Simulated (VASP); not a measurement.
# SiC (P6_3mc) in VASP: settings compared

Aim: see how the results for SiC move with the level of theory and the settings. Levels: PBE, r2SCAN. Tasks: relaxation of cell and atoms.

Program: VASP 6.6.1. These are calculated values, not measurements. Logs are shortened: lines on timing, memory, paths and dates and some standing lists are left out, and cuts for length are marked.

## 1. The cell of the first run

It takes space group P6_3mc (No. 186, hexagonal). The conventional cell has a = 3.074 Å, b = 3.074 Å, c = 5.045 Å, α = 90.00°, β = 90.00°, γ = 120.00°. Si (site symmetry 3m) has 4 C at 1.88 to 1.90 Å within 2.5 Å. C (site symmetry 3m) has 4 Si at 1.88 to 1.90 Å within 2.5 Å.

## 2. Relaxation of cell and atoms, PBE

INCAR

```
SYSTEM = SiC
ALGO = Normal ; EDIFF = 1E-6
EDIFFG = -0.005 ; ENCUT = 600
GGA = PE ; IBRION = 2
ISIF = 3 ; ISMEAR = -1
LASPH = .True. ; LCHARG = .False.
LREAL = .False. ; LWAVE = .False.
NELM = 80 ; NSW = 80
PREC = Accurate ; SIGMA = 0.02
```

KPOINTS

```
k-points
0
Gamma
  12 12 6
  0 0 0
```

POSCAR

```
SiC
1.0
    3.0735139282      0.0000000000      0.0000000000
   -1.5367569641      2.6617411407      0.0000000000
    0.0000000000      0.0000000000      5.0452477100
Si C
2 2
Direct
    0.3333333300      0.6666666700      0.4996024000
    0.6666666700      0.3333333300      0.9996024000
    0.3333333300      0.6666666700      0.8753976000
    0.6666666700      0.3333333300      0.3753976000
```

Potentials or basis: VASP PAW PBE potentials, release 64 (Si, C).

Started as:

```console
$ cat potpaw_PBE.64/Si/POTCAR potpaw_PBE.64/C/POTCAR > POTCAR
$ mpirun -np 1 vasp_std > vasp.out
```

OUTCAR:

```text
SYSTEM = SiC
   EDIFF = 1E-6
   EDIFFG = -0.005
   ENCUT = 600
   GGA = PE
   IBRION = 2
   ISIF = 3
   ISMEAR = -1
   LASPH = .True.
   LREAL = .False.
   NELM = 80
   NSW = 80
   PREC = Accurate

 ion  position               nearest neighbor table
   1  0.333  0.667  0.500-   4 1.88   4 1.88   4 1.88   3 1.90   2 3.08   2 3.08   2 3.08   2 3.08
                             2 3.08   2 3.08
   2  0.667  0.333  1.000-   3 1.88   3 1.88   3 1.88   4 1.90   1 3.08   1 3.08   1 3.08   1 3.08
                             1 3.08   1 3.08
   3  0.333  0.667  0.875-   2 1.88   2 1.88   2 1.88   1 1.90
   4  0.667  0.333  0.375-   1 1.88   1 1.88   1 1.88   2 1.90

  LATTYP: Found a hexagonal cell.
 ALAT       =     3.0735139282
 C/A-ratio  =     1.6415242709

  Lattice vectors:

 A1 = (   3.0735139282,   0.0000000000,   0.0000000000)
 A2 = (  -1.5367569641,   2.6617411407,   0.0000000000)
 A3 = (   0.0000000000,   0.0000000000,   5.0452477100)

Analysis of symmetry for initial positions (statically):
=====================================================================
 Subroutine PRICEL returns:
 Original cell was already a primitive cell.

 Routine SETGRP: Setting up the symmetry group for a
 hexagonal supercell.

 Subroutine GETGRP returns: Found 12 space group operations
 (whereof  6 operations were pure point group operations)
 out of a pool of 24 trial point group operations.

The static configuration has the point symmetry C_3v.
 The point group associated with its full space group is C_6v.

Analysis of symmetry for dynamics (positions and initial velocities):
=====================================================================
 Subroutine PRICEL returns:
 Original cell was already a primitive cell.

 Routine SETGRP: Setting up the symmetry group for a
 hexagonal supercell.

 Subroutine GETGRP returns: Found 12 space group operations
 (whereof  6 operations were pure point group operations)
 out of a pool of 24 trial point group operations.

The dynamic configuration has the point symmetry C_3v.
 The point group associated with its full space group is C_6v.

 Subroutine INISYM returns: Found 12 space group operations
 (whereof  6 operations are pure point group operations),
 and found     1 'primitive' translations

----------------------------------------------------------------------------------------

                                     Primitive cell

  volume of cell :      41.2747

  direct lattice vectors                    reciprocal lattice vectors
     3.073513928  0.000000000  0.000000000     0.325360491  0.187846967  0.000000000
    -1.536756964  2.661741141  0.000000000     0.000000000  0.375693934  0.000000000
     0.000000000  0.000000000  5.045247710     0.000000000  0.000000000  0.198206324

  length of vectors
     3.073513928  3.073513928  5.045247710     0.375693934  0.375693934  0.198206324

  position of ions in fractional coordinates (direct lattice)
     0.333333330  0.666666670  0.499602400
     0.666666670  0.333333330  0.999602400
     0.333333330  0.666666670  0.875397600
     0.666666670  0.333333330  0.375397600

  ion indices of the primitive-cell ions
   primitive index   ion index
                 1           1
                 2           2
                 3           3
                 4           4

----------------------------------------------------------------------------------------

 KPOINTS: k-points

Automatic generation of k-mesh.
 Grid dimensions read from file:
 generate k-points for:   12   12    6

 Generating k-lattice:

  Cartesian coordinates                     Fractional coordinates (reciprocal lattice)
     0.027113374  0.015653914  0.000000000     0.083333333  0.000000000  0.000000000
     0.000000000  0.031307828  0.000000000     0.000000000  0.083333333  0.000000000
     0.000000000  0.000000000  0.033034387     0.000000000  0.000000000  0.166666667

  Length of vectors
     0.031307828  0.031307828  0.033034387

  Shift w.r.t. Gamma in fractional coordinates (k-lattice)
     0.000000000  0.000000000  0.000000000

 Subroutine IBZKPT returns following result:
 ===========================================

 Found     76 irreducible k-points:

 Following reciprocal coordinates:
            Coordinates               Weight
  0.000000  0.000000  0.000000      1.000000
  0.083333 -0.000000  0.000000      6.000000
  0.166667  0.000000  0.000000      6.000000
  0.250000  0.000000  0.000000      6.000000
  0.333333 -0.000000  0.000000      6.000000
  0.416667 -0.000000  0.000000      6.000000
[... 16 lines left out ...]
  0.250000  0.000000  0.166667     12.000000
  0.333333 -0.000000  0.166667     12.000000
 [... further k-points ...]
   k-points           NKPTS =     76   k-points in BZ     NKDIM =     76   number of bands    NBANDS=     12
   number of dos      NEDOS =    301   number of ions     NIONS =      4
   total plane-waves  NPLWV =  31360
   dimension x,y,z NGX =    28 NGY =   28 NGZ =   40
   dimension x,y,z NGXF=    56 NGYF=   56 NGZF=   80
   ions per type =               2   2
   NGX,Y,Z   is equivalent  to a cutoff of  15.15, 15.15, 13.18 a.u.
   NGXF,Y,Z  is equivalent  to a cutoff of  30.29, 30.29, 26.36 a.u.
 SYSTEM =  SiC
   PREC   = accura    normal or accurate (medium, high low for compatibility)
   ISTART =      0    job   : 0-new  1-cont  2-samecut
   ICHARG =      2    charge: 1-file 2-atom 10-const
   ISPIN  =      1    spin polarized calculation?
   LNONCOLLINEAR =      F non collinear calculations
   LSORBIT =      F    spin-orbit coupling
   LASPH  =      T    aspherical Exc in radial PAW
   ENCUT  =  600.0 eV  44.10 Ry    6.64 a.u.   6.14  6.14 10.08*2*pi/ulx,y,z
   NELM   =     80;   NELMIN=  2; NELMDL= -5     # of ELM steps
   EDIFF  = 0.1E-05   stopping-criterion for ELM
   LREAL  =      F    real-space projection
   EDIFFG = -.5E-02   stopping-criterion for IOM
   NSW    =     80    number of steps for IOM
   IBRION =      2    ionic relax: 0-MD 1-quasi-New 2-CG
   NFREE  =      1    steps in history (QN), initial steepest desc. (CG)
   ISIF   =      3    stress and relaxation
   ISYM   =      2    0-nonsym 1-usesym 2-fastsym
   POTIM  = 0.5000    time-step for ionic-motion
   TEBEG  =    0.0;   TEEND  =   0.0 temperature during run
   PSTRESS=    0.0 pullay stress
   NELECT =      16.0000    total number of electrons
   NUPDOWN=      -1.0000    fix difference up-down
   EMIN   =  10.00;   EMAX   =-10.00  energy-range for DOS
   EFERMI =   0.00;   METHOD = LEGACY
   ISMEAR =    -1;   SIGMA  =   0.02  broadening in eV -4-tet -1-fermi 0-gaus
   EFERMI_NEDOS =   21; number of points for ismear=-14 and -15
   IALGO  =     38    algorithm
   IMIX   =      4    mixing-type and parameters
     AMIX     =   0.40;   BMIX     =  1.00
     AMIX_MAG =   1.60;   BMIX_MAG =  1.00
  volume/ion in A,a.u.               =      10.32        69.63
  Fermi-wavevector in a.u.,A,eV,Ry     =   1.193677  2.255723 19.386477  1.424866
  Thomas-Fermi vector in A             =   2.329686
   LORBIT       =      0    0 simple, 1 ext, 2 COOP (PROOUT), +10 PAW based schemes
   GGA     = PE    functional components
   LHFCALC =     F    Hartree Fock is set to
   AEXX    =    0.0000 exact exchange contribution
   IVDW    =     0    specifies the selected vdW correction
   LEPSILON=     F    determine dielectric tensor
   LRPA    =     F    only Hartree local field effects (RPA)
 conjugate gradient relaxation of ions
 non-spin polarized calculation
  energy-cutoff  :      600.00
  volume of cell :       41.27
 maximum number of plane-waves:      1398
 NGX is ok and might be reduce to    28
   NGX = 13   NGY = 13   NGZ = 21

--------------------------------------- Ionic step        1  -------------------------------------------

 number of electron      16.0000001 magnetization

 Free energy of the ion-electron system (eV)
  ---------------------------------------------------
  ext. energy  EPLUGINS =         0.00000000
  ---------------------------------------------------
  free energy    TOTEN  =       -30.10429714 eV

  energy without entropy =      -30.10429714  energy(sigma->0) =      -30.10429714

------------------------ aborting loop because EDIFF is reached ----------------------------------------

  FORCE on cell =-STRESS in cart. coord.  units (eV):
  Direction    XX          YY          ZZ          XY          YZ          ZX
  --------------------------------------------------------------------------------------
  -------------------------------------------------------------------------------------
  Total        0.9740784      0.9740784      0.9237906      0.0000000      0.0000000      0.0000000
  in kB       37.8112480     37.8112480     35.8592023      0.0000000      0.0000000      0.0000000
  external PRESSURE =      37.1605661 kB  Pullay stress =       0.0000000 kB
[... 213 lines left out ...]
  energy  without entropy=      -30.1123001505  energy(sigma->0) =      -30.11230015

--------------------------------------- Ionic step        7  -------------------------------------------

 number of electron      16.0000000 magnetization

 Free energy of the ion-electron system (eV)
  ---------------------------------------------------
  ext. energy  EPLUGINS =         0.00000000
  ---------------------------------------------------
  free energy    TOTEN  =       -30.11230244 eV

  energy without entropy =      -30.11230244  energy(sigma->0) =      -30.11230244

 E-fermi :   8.4846     XC(G=0): -11.2861

 val. band max:        8.0924768602   @ k =   0.0000   0.0000   0.0000
 cond. band min:      10.3951584992   @ k =   0.3333   0.3333   0.0000
 fundamental gap:      2.3026816390
 Fermi energy:         8.4845600822

 k-point     1 :       0.0000    0.0000    0.0000
  band No.  band energies     occupation
      1      -7.3591      2.00000
      2      -3.8474      2.00000
      3      -0.5201      2.00000
      4       6.7828      2.00000
      5       6.7828      2.00000
      6       7.9827      2.00000
      7       8.0925      2.00000
      8       8.0925      2.00000
      9      12.7734      0.00000
     10      14.1454      0.00000
     11      14.6721      0.00000
     12      14.6721      0.00000
[... 331 lines left out ...]
 k-point    24 :       0.3333   -0.0000    0.1667
  band No.  band energies     occupation
      1      -5.4076      2.00000
      2      -2.8899      2.00000
      3       0.8076      2.00000
      4       2.5137      2.00000
      5       3.3370      2.00000
      6       5.2695      2.00000
      7       6.5027      2.00000
      8       6.9942      2.00000
      9      11.4448      0.00000
     10      12.5517      0.00000
     11      14.8263      0.00000
     12      15.8565      0.00000

 [... further k-points ...]

------------------------ aborting loop because EDIFF is reached ----------------------------------------

  FORCE on cell =-STRESS in cart. coord.  units (eV):
  Direction    XX          YY          ZZ          XY          YZ          ZX
  --------------------------------------------------------------------------------------
  -------------------------------------------------------------------------------------
  Total        0.0003063      0.0003063     -0.0010315      0.0000000      0.0000000      0.0000000
  in kB        0.0116914      0.0116914     -0.0393689      0.0000000      0.0000000      0.0000000
  external PRESSURE =      -0.0053287 kB  Pullay stress =       0.0000000 kB
[... 19 lines left out ...]
  FREE ENERGIE OF THE ION-ELECTRON SYSTEM (eV)
  ---------------------------------------------------
  free  energy   TOTEN  =       -30.1123024441 eV

  energy  without entropy=      -30.1123024441  energy(sigma->0) =      -30.11230244

 reached required accuracy - stopping structural energy minimisation
```

It took 2.4 min on 1 thread of Intel Xeon Platinum 8259CL at 2.50GHz (Skylake/Cascade Lake), shared host; peak memory 0.2 GiB.

Results:

| Item | Value |
| --- | --- |
| Free energy | -30.1123 eV |
| Relaxed volume | 10.49 Å³/atom |
| Relaxed cell | a = 3.091 Å, b = 3.091 Å, c = 5.073 Å, α = 90.00°, β = 90.00°, γ = 120.00° |
| Space group after relaxing (to 0.1 Å) | P6_3mc (No. 186) |
| Energy gained by relaxing | 2.0 meV/atom |
| Ionic steps | 7 |
| Pressure after relaxing | 0.0 GPa |
| Band gap on the k mesh | 2.30 eV (least direct gap 3.94 eV) |

The path:
```csv
step,energy change (eV),largest force (eV/Å),pressure (GPa),volume (Å³)
1,0.0000,0.0017,3.72,41.27
2,0.0005,0.0121,-3.61,42.72
3,-0.0080,0.0055,0.00,41.98
4,-0.0080,0.0054,0.05,41.96
5,-0.0080,0.0046,0.07,41.96
6,-0.0080,0.0002,0.07,41.96
7,-0.0080,0.0011,0.00,41.98
```

Final structure:
```xyz
4
Lattice="3.0911 0.0000 0.0000 -1.5455 2.6770 0.0000 0.0000 0.0000 5.0730" Properties=species:S:1:pos:R:3 pbc="T T T"
Si    0.0000    1.7846    2.5343
Si    1.5455    0.8923    5.0708
C     0.0000    1.7846    4.4410
C     1.5455    0.8923    1.9045
```

A k mesh can miss the band edges.

## 3. Relaxation of cell and atoms, r2SCAN

This run uses another cell than the first one, of 10.50 Å³/atom.

POSCAR

```
SiC
1.0
    3.0919365092      0.0000000000      0.0000000000
   -1.5459682546      2.6776955638      0.0000000000
    0.0000000000      0.0000000000      5.0742922867
Si C
2 2
Direct
    0.3333333333      0.6666666667      0.4995817071
    0.6666666667      0.3333333333      0.9995817071
    0.3333333333      0.6666666667      0.8754182929
    0.6666666667      0.3333333333      0.3754182929
```

INCAR.step1

```
SYSTEM = SiC
ALGO     = Normal         ! electronic algorithm
EDIFF    = 1E-4           ! SCF threshold, eV
ENCUT    = 600            ! plane-wave cutoff, eV
GGA      = PE             ! functional
ISMEAR   = -1             ! smearing method
LASPH    = .TRUE.         ! aspherical terms in the spheres
LCHARG   = .FALSE.        ! write CHGCAR
LREAL    = .FALSE.        ! projectors in reciprocal space
LWAVE    = .TRUE.         ! write WAVECAR
NELM     = 60             ! most SCF steps
PREC     = Accurate       ! precision mode
SIGMA    = 0.02           ! smearing width, eV
```

INCAR.step2

```
SYSTEM = SiC
ALGO     = Normal         ! electronic algorithm
EDIFF    = 1E-7           ! SCF threshold, eV
EDIFFG   = -0.005         ! ionic threshold
ENCUT    = 600            ! plane-wave cutoff, eV
IBRION   = 2              ! ionic algorithm
ISIF     = 3              ! what is computed and relaxed
ISMEAR   = -1             ! smearing method
ISTART   = 1            
LASPH    = .TRUE.         ! aspherical terms in the spheres
LCHARG   = .FALSE.        ! write CHGCAR
LMIXTAU  = .TRUE.       
LREAL    = .FALSE.        ! projectors in reciprocal space
LWAVE    = .FALSE.        ! write WAVECAR
METAGGA  = R2SCAN         ! meta-GGA
NELM     = 60             ! most SCF steps
NSW      = 80             ! ionic steps
PREC     = Accurate       ! precision mode
SIGMA    = 0.02           ! smearing width, eV
```

KPOINTS

```
k-points
0
G
  12 12 4
  0 0 0
```

Potentials or basis: VASP PAW PBE potentials, release 64 (Si, C).

Started as:

```console
$ cat potpaw_PBE.64/Si/POTCAR potpaw_PBE.64/C/POTCAR > POTCAR
$ cp INCAR.step1 INCAR
$ mpirun -np 1 vasp_std > vasp.out
$ cp INCAR.step2 INCAR
$ mpirun -np 1 vasp_std > vasp.out
```

Run time: 8.5 min. Hardware: 1 thread of Intel Xeon Platinum 8259CL at 2.50GHz (Skylake/Cascade Lake), shared host; peak memory 0.2 GiB.

It converged, with:

| Property | Result |
| --- | --- |
| Free energy | -38.6433 eV |
| Relaxed volume | 10.32 Å³/atom |
| Relaxed cell | a = 3.074 Å, b = 3.074 Å, c = 5.045 Å, α = 90.00°, β = 90.00°, γ = 120.00° |
| Space group after relaxing (to 0.1 Å) | P6_3mc (No. 186) |
| Energy gained by relaxing | 2.2 meV/atom |
| Ionic steps | 6 |
| Pressure after relaxing | 0.0 GPa |
| Band gap on the k mesh | 2.66 eV (least direct gap 4.49 eV) |

The path:
| step | energy change (eV) | largest force (eV/Å) | pressure (GPa) | volume (Å³) |
| --- | --- | --- | --- | --- |
| 1 | 0.0000 | 0.0023 | -3.85 | 42.01 |
| 2 | 0.0021 | 0.0146 | 4.55 | 40.50 |
| 3 | -0.0089 | 0.0051 | -0.02 | 41.28 |
| 4 | -0.0089 | 0.0053 | 0.07 | 41.27 |
| 5 | -0.0089 | 0.0057 | -0.06 | 41.29 |
| 6 | -0.0089 | 0.0002 | 0.00 | 41.28 |

Final structure:
```cif
data_structure
_symmetry_space_group_name_H-M 'P 1'
_symmetry_Int_Tables_number 1
_cell_length_a 3.0737
_cell_length_b 3.0737
_cell_length_c 5.0454
_cell_angle_alpha 90.000
_cell_angle_beta 90.000
_cell_angle_gamma 120.000
_cell_volume 41.28
loop_
_atom_site_label
_atom_site_type_symbol
_atom_site_fract_x
_atom_site_fract_y
_atom_site_fract_z
_atom_site_occupancy
Si1 Si 0.33333 0.66667 0.49959 1
Si2 Si 0.66667 0.33333 0.99959 1
C1 C 0.33333 0.66667 0.87541 1
C2 C 0.66667 0.33333 0.37541 1
```

Levels at points of the mesh, in eV from the valence-band top:
```tsv
k point	band 5	band 6	band 7	band 8	band 9	band 10	band 11	band 12
(0.00, 0.00, 0.00)	-1.39	-0.11	0.00	0.00	5.39	6.79	7.20	7.20
(0.50, 0.00, 0.00)	-5.63	-3.48	-3.36	-1.26	3.23	4.67	7.48	7.65
(0.00, 0.00, 0.50)	-0.75	-0.75	-0.75	-0.75	6.51	6.51	7.90	7.90
(0.50, 0.00, 0.50)	-2.56	-2.56	-2.44	-2.44	3.73	3.73	5.80	5.80
```

Caveat: the PAW data sets were made with another functional, which shifts forces and pressure a little. A k mesh can miss the band edges.
